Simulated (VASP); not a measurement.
# Al (R-3m) in VASP: a series of runs

The runs below take Al through single point, with PBE.

Everything below comes from runs of VASP 6.6.1. Logs are shortened: lines on timing, memory, paths and dates and some standing lists are left out, and cuts for length are marked.

## (1) The cell of the first run

It takes space group R-3m (No. 166, trigonal). Conventional cell: a = 2.877 Å, b = 2.877 Å, c = 6.941 Å, α = 90.00°, β = 90.00°, γ = 120.00°. Al (site symmetry -3m) has 12 Al at 2.85 to 2.88 Å within 3.8 Å.

## (2) Single point, PBE (equal xy, yz and zx shear strains of -1 %)

INCAR reads:

```
ALGO = Normal ; EDIFF = 1E-7
ENCUT = 520 ; GGA = PE
ISIF = 2 ; ISMEAR = -1
LASPH = T ; LCHARG = T
LELF = T ; LREAL = F
LVHAR = T ; LWAVE = F
NBANDS = 8 ; NELM = 60
PREC = Accurate ; SIGMA = 0.05
```

KPOINTS reads:

```
k-points
0
Gamma
  14 14 14
```

POSCAR reads:

```
Al
1.0
   -0.0202398000      2.0138601000      2.0138601000
    2.0138601000     -0.0202398000      2.0138601000
    2.0138601000      2.0138601000     -0.0202398000
Al
1
Direct
    0.0000000000      0.0000000000      0.0000000000
```

Potentials or basis: VASP PAW PBE potentials, release 64 (Al).

On the command line:

```console
$ cat potpaw_PBE.64/Al/POTCAR > POTCAR
$ mpirun -np 1 vasp_std > vasp.out
```

OUTCAR:

```text
EDIFF = 1E-7
   ENCUT = 520
   GGA = PE
   ISIF = 2
   ISMEAR = -1
   LASPH = T
   LREAL = F
   NELM = 60
   PREC = Accurate

 ion  position               nearest neighbor table
   1  0.000  0.000  0.000-

  LATTYP: Found a trigonal (rhomboedric) cell.
 ALAT       =     2.8481001833
 COS(alpha) =     0.4899250057

  Lattice vectors:

 A1 = (  -0.0202398000,   2.0138601000,   2.0138601000)
 A2 = (   2.0138601000,  -0.0202398000,   2.0138601000)
 A3 = (   2.0138601000,   2.0138601000,  -0.0202398000)

Analysis of symmetry for initial positions (statically):
=====================================================================
 Subroutine PRICEL returns:
 Original cell was already a primitive cell.

 Routine SETGRP: Setting up the symmetry group for a
 trigonal (rhombohedral) supercell.

 Subroutine GETGRP returns: Found 12 space group operations
 (whereof 12 operations were pure point group operations)
 out of a pool of 12 trial point group operations.

The static configuration has the point symmetry D_3d.

Analysis of symmetry for dynamics (positions and initial velocities):
=====================================================================
 Subroutine PRICEL returns:
 Original cell was already a primitive cell.

 Routine SETGRP: Setting up the symmetry group for a
 trigonal (rhombohedral) supercell.

 Subroutine GETGRP returns: Found 12 space group operations
 (whereof 12 operations were pure point group operations)
 out of a pool of 12 trial point group operations.

The dynamic configuration has the point symmetry D_3d.

 Subroutine INISYM returns: Found 12 space group operations
 (whereof 12 operations are pure point group operations),
 and found     1 'primitive' translations

----------------------------------------------------------------------------------------

                                     Primitive cell

  volume of cell :      16.5812

  direct lattice vectors                    reciprocal lattice vectors
    -0.020239800  2.013860100  2.013860100    -0.244567510  0.247050429  0.247050429
     2.013860100 -0.020239800  2.013860100     0.247050429 -0.244567510  0.247050429
     2.013860100  2.013860100 -0.020239800     0.247050429  0.247050429 -0.244567510

  length of vectors
     2.848100183  2.848100183  2.848100183     0.426475199  0.426475199  0.426475199

  position of ions in fractional coordinates (direct lattice)
     0.000000000  0.000000000  0.000000000

  ion indices of the primitive-cell ions
   primitive index   ion index
                 1           1

----------------------------------------------------------------------------------------

 KPOINTS: k-points

Automatic generation of k-mesh.
 Grid dimensions read from file:
 generate k-points for:   14   14   14

 Generating k-lattice:

  Cartesian coordinates                     Fractional coordinates (reciprocal lattice)
    -0.017469108  0.017646459  0.017646459     0.071428571  0.000000000  0.000000000
     0.017646459 -0.017469108  0.017646459     0.000000000  0.071428571  0.000000000
     0.017646459  0.017646459 -0.017469108     0.000000000  0.000000000  0.071428571

  Length of vectors
     0.030462514  0.030462514  0.030462514

  Shift w.r.t. Gamma in fractional coordinates (k-lattice)
     0.000000000  0.000000000  0.000000000

 Subroutine IBZKPT returns following result:
 ===========================================

 Found    288 irreducible k-points:

 Following reciprocal coordinates:
            Coordinates               Weight
  0.000000  0.000000  0.000000      1.000000
  0.071429  0.000000  0.000000      6.000000
  0.142857  0.000000  0.000000      6.000000
  0.214286 -0.000000 -0.000000      6.000000
  0.285714  0.000000 -0.000000      6.000000
  0.357143 -0.000000 -0.000000      6.000000
[... 16 lines left out ...]
  0.214286  0.142857 -0.000000     12.000000
  0.285714  0.142857  0.000000     12.000000
 [... further k-points ...]
   k-points           NKPTS =    288   k-points in BZ     NKDIM =    288   number of bands    NBANDS=      8
   number of dos      NEDOS =    301   number of ions     NIONS =      1
   total plane-waves  NPLWV =  13824
   dimension x,y,z NGX =    24 NGY =   24 NGZ =   24
   dimension x,y,z NGXF=    48 NGYF=   48 NGZF=   48
   ions per type =               1
   NGX,Y,Z   is equivalent  to a cutoff of  14.01, 14.01, 14.01 a.u.
   NGXF,Y,Z  is equivalent  to a cutoff of  28.02, 28.02, 28.02 a.u.
 SYSTEM =  unknown system
   PREC   = accura    normal or accurate (medium, high low for compatibility)
   ISTART =      0    job   : 0-new  1-cont  2-samecut
   ICHARG =      2    charge: 1-file 2-atom 10-const
   ISPIN  =      1    spin polarized calculation?
   LNONCOLLINEAR =      F non collinear calculations
   LSORBIT =      F    spin-orbit coupling
   LASPH  =      T    aspherical Exc in radial PAW
   ENCUT  =  520.0 eV  38.22 Ry    6.18 a.u.   5.30  5.30  5.30*2*pi/ulx,y,z
[... 112 lines left out ...]
  band No.  band energies     occupation
      1       0.2419      2.00000
      2       7.5865      1.99752
      3      18.6198      0.00000
      4      18.9186      0.00000
      5      20.8796      0.00000
      6      21.0726      0.00000
      7      22.3552      0.00000
      8      24.9093      0.00000

 k-point     7 :       0.4286   -0.0000   -0.0000
  band No.  band energies     occupation
      1       1.7106      2.00000
      2       5.3942      2.00000
      3      18.8393      0.00000
      4      19.1095      0.00000
      5      19.9718      0.00000
      6      20.1966      0.00000
      7      22.6432      0.00000
      8      23.9352      0.00000

 k-point     8 :       0.5000   -0.0000   -0.0000
  band No.  band energies     occupation
      1       3.3490      2.00000
      2       3.5141      2.00000
      3      19.2745      0.00000
      4      19.3060      0.00000
      5      19.4630      0.00000
      6      19.6135      0.00000
      7      23.1182      0.00000
      8      23.2266      0.00000

 k-point     9 :       0.0714    0.0714   -0.0000
  band No.  band energies     occupation
      1      -2.9678      2.00000
      2      18.9447      0.00000
      3      19.1336      0.00000
      4      19.5413      0.00000
      5      21.5663      0.00000
      6      23.5348      0.00000
      7      23.8231      0.00000
      8      25.2440      0.00000

 k-point    10 :       0.1429    0.0714    0.0000
  band No.  band energies     occupation
      1      -2.6468      2.00000
      2      16.4079      0.00000
      3      18.4540      0.00000
      4      19.5664      0.00000
      5      21.7473      0.00000
      6      23.5543      0.00000
      7      23.9700      0.00000
      8      25.0367      0.00000
[... 78 lines left out ...]
 k-point    18 :      -0.2857    0.0714   -0.0000
  band No.  band energies     occupation
      1      -0.4804      2.00000
      2       9.2881      0.00000
      3      16.3959      0.00000
      4      20.2456      0.00000
      5      20.5485      0.00000
      6      21.9925      0.00000
      7      23.2630      0.00000
      8      26.7713      0.00000

 k-point    19 :      -0.2143    0.0714   -0.0000
  band No.  band energies     occupation
      1      -1.5167      2.00000
      2      11.8273      0.00000
      3      16.5814      0.00000
      4      20.5368      0.00000
      5      21.6615      0.00000
      6      23.1891      0.00000
      7      23.3458      0.00000
      8      25.2488      0.00000

 k-point    20 :      -0.1429    0.0714   -0.0000
  band No.  band energies     occupation
      1      -2.2872      2.00000
      2      14.5227      0.00000
      3      17.0219      0.00000
      4      20.8811      0.00000
      5      22.7491      0.00000
      6      23.3890      0.00000
      7      24.0085      0.00000
      8      24.5042      0.00000

 k-point    21 :      -0.0714    0.0714    0.0000
  band No.  band energies     occupation
      1      -2.7875      2.00000
      2      17.0684      0.00000
      3      17.9315      0.00000
      4      21.0427      0.00000
      5      22.2688      0.00000
      6      23.3884      0.00000
      7      23.8973      0.00000
      8      25.0216      0.00000

 k-point    22 :       0.1429    0.1429    0.0000
  band No.  band energies     occupation
      1      -2.4164      2.00000
      2      17.2606      0.00000
      3      17.4575      0.00000
      4      17.7871      0.00000
      5      20.5800      0.00000
      6      21.6237      0.00000
      7      25.9947      0.00000
      8      26.2389      0.00000

 k-point    23 :       0.2143    0.1429   -0.0000
  band No.  band energies     occupation
      1      -1.9136      2.00000
      2      14.7708      0.00000
      3      16.9200      0.00000
      4      18.0683      0.00000
      5      19.8214      0.00000
      6      20.7341      0.00000
      7      26.5188      0.00000
      8      27.0191      0.00000

 k-point    24 :       0.2857    0.1429    0.0000
  band No.  band energies     occupation
      1      -1.1416      2.00000
      2      12.1048      0.00000
      3      16.4990      0.00000
      4      17.9793      0.00000
      5      18.3234      0.00000
      6      21.9965      0.00000
      7      26.1138      0.00000
      8      26.5643      0.00000

 [... further k-points ...]
[... 5 lines left out ...]
  --------------------------------------------------------------------------------------
  -------------------------------------------------------------------------------------
  Total       -0.0622203     -0.0622203     -0.0622203     -0.0003070     -0.0003070     -0.0003070
  in kB       -6.0121086     -6.0121086     -6.0121086     -0.0296671     -0.0296671     -0.0296671
  external PRESSURE =      -6.0121086 kB  Pullay stress =       0.0000000 kB

 VOLUME and BASIS-vectors are now :
 -----------------------------------------------------------------------------
  energy-cutoff  :      520.00
  volume of cell :       16.58
      direct lattice vectors                 reciprocal lattice vectors
    -0.020239800  2.013860100  2.013860100    -0.244567510  0.247050429  0.247050429
     2.013860100 -0.020239800  2.013860100     0.247050429 -0.244567510  0.247050429
     2.013860100  2.013860100 -0.020239800     0.247050429  0.247050429 -0.244567510

 POSITION                                       TOTAL-FORCE (eV/Angst)
 -----------------------------------------------------------------------------------
      0.00000      0.00000      0.00000         0.000000      0.000000     -0.000000
 -----------------------------------------------------------------------------------
    total drift:                                0.000000      0.000000     -0.000000

  FREE ENERGIE OF THE ION-ELECTRON SYSTEM (eV)
  ---------------------------------------------------
  free  energy   TOTEN  =        -3.7399182146 eV

  energy  without entropy=       -3.7353639550  energy(sigma->0) =       -3.73764108
```

Wall time 93 s (1 thread of AMD EPYC 7R13, shared host); peak memory 0.12 GiB.

What came out:

| Quantity | Value |
| --- | --- |
| Free energy | -3.7399 eV |
| Pressure | -0.6 GPa |

Caveat: the cell differs from its parent crystal (equal xy, yz and zx shear strains of -1 %).

## (3) Single point, PBE (equal xy, yz and zx shear strains of +2 %)

INCAR reads:

```
SYSTEM = Al
PREC     = Accurate       ! precision mode
ENCUT    = 520            ! plane-wave cutoff, eV
EDIFF    = 1E-6           ! SCF threshold, eV
ISMEAR   = -1             ! smearing method
SIGMA    = 0.05           ! smearing width, eV
LREAL    = .FALSE.        ! projectors in reciprocal space
LASPH    = .TRUE.         ! aspherical terms in the spheres
NELM     = 80             ! most SCF steps
ALGO     = Normal         ! electronic algorithm
ISIF     = 2              ! what is computed and relaxed
LWAVE    = .FALSE.        ! write WAVECAR
LCHARG   = .FALSE.        ! write CHGCAR
GGA      = PE             ! functional
NBANDS   = 8              ! bands
```

KPOINTS reads:

```
regular mesh
0
G
  14 14 14
  0 0 0
```

POSCAR reads:

```
Al
1.0
    0.0404796000      2.0442198000      2.0442198000
    2.0442198000      0.0404796000      2.0442198000
    2.0442198000      2.0442198000      0.0404796000
Al
1
Direct
    0.0000000000      0.0000000000      0.0000000000
```

Potentials or basis: VASP PAW PBE potentials, release 64 (Al).

On the command line:

```console
$ cat potpaw_PBE.64/Al/POTCAR > POTCAR
$ mpirun -np 1 vasp_std > vasp.out
```

It took 83 s on 1 thread of AMD EPYC 7R13, shared host; peak memory 0.12 GiB.

It converged, with:

- Free energy: -3.7399 eV
- Pressure: -0.5 GPa

Stress tensor (GPa, compression positive):
```
-0.50 -0.18 -0.18
-0.18 -0.50 -0.18
-0.18 -0.18 -0.50
```

Levels at points of the mesh, in eV from the Fermi level:
| k point | band 1 | band 2 | band 3 | band 4 |
| --- | --- | --- | --- | --- |
| (0.00, 0.00, 0.00) | -11.09 | 11.97 | 12.91 | 12.91 |
| (0.50, 0.00, 0.00) | -4.51 | -4.24 | 11.01 | 11.02 |
| (0.50, 0.50, 0.00) | -2.90 | -1.59 | 5.24 | 5.24 |
| (0.50, 0.50, 0.50) | -4.73 | -4.72 | 11.78 | 11.78 |

Caveat: the cell differs from its parent crystal (equal xy, yz and zx shear strains of +2 %).

## (4) Single point, PBE (equal xy, yz and zx shear strains of -2 %)

INCAR reads:

```
SYSTEM = Al
PREC     = Accurate       ! precision mode
ENCUT    = 520            ! plane-wave cutoff, eV
EDIFF    = 1E-7           ! SCF threshold, eV
ISMEAR   = -1             ! smearing method
SIGMA    = 0.05           ! smearing width, eV
LREAL    = .False.        ! projectors in reciprocal space
LASPH    = .True.         ! aspherical terms in the spheres
NELM     = 100            ! most SCF steps
ALGO     = Normal         ! electronic algorithm
ISIF     = 2              ! what is computed and relaxed
LWAVE    = .False.        ! write WAVECAR
LCHARG   = .False.        ! write CHGCAR
GGA      = PE             ! functional
NBANDS   = 8              ! bands
```

KPOINTS reads:

```
Automatic mesh
0
Gamma
  14 14 14
  0 0 0
```

POSCAR reads:

```
Al
1.0
   -0.0404796000      2.0037402000      2.0037402000
    2.0037402000     -0.0404796000      2.0037402000
    2.0037402000      2.0037402000     -0.0404796000
Al
1
Direct
    0.0000000000      0.0000000000      0.0000000000
```

On the command line:

```console
$ cat potpaw_PBE.64/Al/POTCAR > POTCAR
$ mpirun -np 1 vasp_std > vasp.out
```

Run time: 89 s. Hardware: 1 thread of AMD EPYC 7R13, shared host; peak memory 0.12 GiB.

Results (log left out):

```
Free energy : -3.7402 eV
Pressure    : -0.5 GPa
```

Stress tensor (GPa, compression positive):
```
-0.51 -0.07 -0.07
-0.07 -0.51 -0.07
-0.07 -0.07 -0.51
```

Levels at points of the mesh, in eV from the Fermi level:
| k point | band 1 | band 2 | band 3 | band 4 | band 5 |
| --- | --- | --- | --- | --- | --- |
| (0.00, 0.00, 0.00) | -11.09 | 12.29 | 12.29 | 13.22 | 13.72 |
| (0.50, 0.00, 0.00) | -4.62 | -4.49 | 11.23 | 11.37 | 11.67 |
| (0.50, 0.50, 0.00) | -2.90 | -1.59 | 5.22 | 5.24 | 5.96 |
| (0.50, 0.50, 0.50) | -4.40 | -3.99 | 10.88 | 10.88 | 11.12 |

Caveat: the cell differs from its parent crystal (equal xy, yz and zx shear strains of -2 %).

## (5) Single point, PBE (equal xy, yz and zx shear strains of +1 %)

INCAR reads:

```
ALGO = Normal
EDIFF = 1E-6
ENCUT = 520
GGA = PE
ISIF = 2
ISMEAR = -1
LASPH = T
LCHARG = F
LREAL = F
LWAVE = F
NBANDS = 8
NELM = 60
PREC = Accurate
SIGMA = 0.05
```

KPOINTS reads:

```
k-points
0
Gamma
  14 14 14
```

POSCAR reads:

```
Al
1.0
    0.0202398000      2.0340999000      2.0340999000
    2.0340999000      0.0202398000      2.0340999000
    2.0340999000      2.0340999000      0.0202398000
Al
1
Direct
    0.0000000000      0.0000000000      0.0000000000
```

On the command line:

```console
$ cat potpaw_PBE.64/Al/POTCAR > POTCAR
$ mpirun -np 1 vasp_std > vasp.out
```

It took 79 s on 1 thread of AMD EPYC 7R13, shared host; peak memory 0.12 GiB.

Results (log left out):

```
Free energy : -3.7402 eV
Pressure    : -0.6 GPa
```

Levels at points of the mesh, in eV from the Fermi level:
```
           k point  band 1  band 2  band 3  band 4  band 5
(0.00, 0.00, 0.00)  -11.08   12.30   12.77   12.77   13.70
(0.50, 0.00, 0.00)   -4.52   -4.29   11.21   11.24   11.38
(0.50, 0.50, 0.00)   -2.89   -1.57    5.28    5.42    5.78
(0.50, 0.50, 0.50)   -4.63   -4.53   11.63   11.63   11.63
```

Caveat: the cell differs from its parent crystal (equal xy, yz and zx shear strains of +1 %).

## (6) Single point, PBE (equal xy, yz and zx shear strains of +3 %)

INCAR reads:

```
SYSTEM = Al
PREC = Accurate ; ENCUT = 520
EDIFF = 1E-7 ; ISMEAR = -1
SIGMA = 0.05 ; LREAL = .FALSE.
LASPH = .TRUE. ; NELM = 80
ALGO = Normal ; ISIF = 2
LWAVE = .FALSE. ; LCHARG = .FALSE.
GGA = PE ; NBANDS = 8
```

KPOINTS reads:

```
regular mesh
0
G
  14 14 14
  0 0 0
```

POSCAR reads:

```
Al
1.0
    0.0607194000      2.0543397000      2.0543397000
    2.0543397000      0.0607194000      2.0543397000
    2.0543397000      2.0543397000      0.0607194000
Al
1
Direct
    0.0000000000      0.0000000000      0.0000000000
```

Potentials or basis: VASP PAW PBE potentials, release 64 (Al).

On the command line:

```console
$ cat potpaw_PBE.64/Al/POTCAR > POTCAR
$ mpirun -np 1 vasp_std > vasp.out
```

Wall time 89 s (1 thread of AMD EPYC 7R13, shared host); peak memory 0.12 GiB.

The run converged. Its results:

| Property | Result |
| --- | --- |
| Free energy | -3.7394 eV |
| Pressure | -0.3 GPa |

Stress tensor (GPa, compression positive):
```
-0.33 -0.17 -0.17
-0.17 -0.33 -0.17
-0.17 -0.17 -0.33
```

Levels at points of the mesh, in eV from the Fermi level:
| k point | band 1 | band 2 | band 3 | band 4 |
| --- | --- | --- | --- | --- |
| (0.00, 0.00, 0.00) | -11.09 | 11.65 | 12.83 | 13.07 |
| (0.50, 0.00, 0.00) | -4.49 | -4.18 | 10.80 | 10.84 |
| (0.50, 0.50, 0.00) | -2.90 | -1.58 | 5.08 | 5.22 |
| (0.50, 0.50, 0.50) | -4.90 | -4.78 | 11.95 | 11.95 |

Caveat: the cell differs from its parent crystal (equal xy, yz and zx shear strains of +3 %).

## (7) Summary

```csv
cell,gap on the mesh (eV),pressure (GPa)
"a = 2.848 Å, angles 60.7°, 1 atom",none,-0.6
"a = 2.891 Å, angles 58.7°, 1 atom",none,-0.5
"a = 2.834 Å, angles 61.3°, 1 atom",none,-0.5
"a = 2.877 Å, angles 59.3°, 1 atom",none,-0.6
"a = 2.906 Å, angles 58.0°, 1 atom",none,-0.3
```

Alike in all rows: task single point; level PBE; potentials or basis VASP PAW PBE potentials, release 64 (Al); no spin polarisation; k mesh 14 × 14 × 14; cutoff (eV) 520; smearing fermi-dirac 0.05 eV.

Absolute energies hang on the potentials; compare differences alone.
